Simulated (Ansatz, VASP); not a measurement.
Cr in VASP and in Ansatz

The input INCAR:

```
PREC = Accurate
ENCUT = 500
EDIFF = 1E-6
ISMEAR = -1
SIGMA = 0.1
LREAL = F
LASPH = T
NELM = 120
ALGO = Normal
ISIF = 2
LWAVE = F
LCHARG = F
GGA = PE
NBANDS = 12
GGA_COMPAT = F
```

KPOINTS

```
Automatic mesh
0
Gamma
  9 9 9
```

The input POSCAR:

```
Cr
1.0
   -1.4243177237      1.4243177237      1.4243177237
    1.4243177237     -1.4243177237      1.4243177237
    1.4243177237      1.4243177237     -1.4243177237
Cr
1
Direct
    0.0000000000      0.0000000000      0.0000000000
```

Input for Ansatz:

```yaml
crystal:
  lattice:
    - [-1.4243177237, 1.4243177237, 1.4243177237]
    - [1.4243177237, -1.4243177237, 1.4243177237]
    - [1.4243177237, 1.4243177237, -1.4243177237]
  atoms:
    - { symbol: Cr, position: [0.0, 0.0, 0.0] }
hamiltonian:
  xc: pbe
  pseudopotentials:
    kind: paw
    azcp:
      Cr: "pseudopotentials/Cr.paw.azcp"
basis:
  ecutwfc: 420
  fft_grid_basis: typed
kpoints:
  mp_grid: { grid: [9, 9, 9], shift: [0, 0, 0] }
magnetization:
  spin_polarized: false
scf:
  occupations: { method: fermi_dirac, width: 0.1 }
  lower_state_search: "off"
output:
  stress: true
```

Alike in both runs: task single point; functional PBE; k mesh 9 × 9 × 9; occupations fermi-dirac, width 0.1 eV; no spin polarisation.

```csv
,VASP,Ansatz
version,VASP 6.6.1,Ansatz 0.2.0
potentials or method,"VASP PAW PBE potentials, release 64 (Cr_pv), cutoff 500 eV","plane waves (420 eV) with PAW, scalar-relativistic"
valence electrons in the cell,12,14
```

|  | VASP | Ansatz | Ansatz less VASP |
| --- | --- | --- | --- |
| pressure (GPa) | -1.3 | -0.2 | +1.13 |

With one functional, cell and mesh, what is left measures potentials, basis and numerics. VASP's potentials hold 12 valence electrons a cell and Ansatz's 14, so a difference there can come from the potentials and not from the codes.
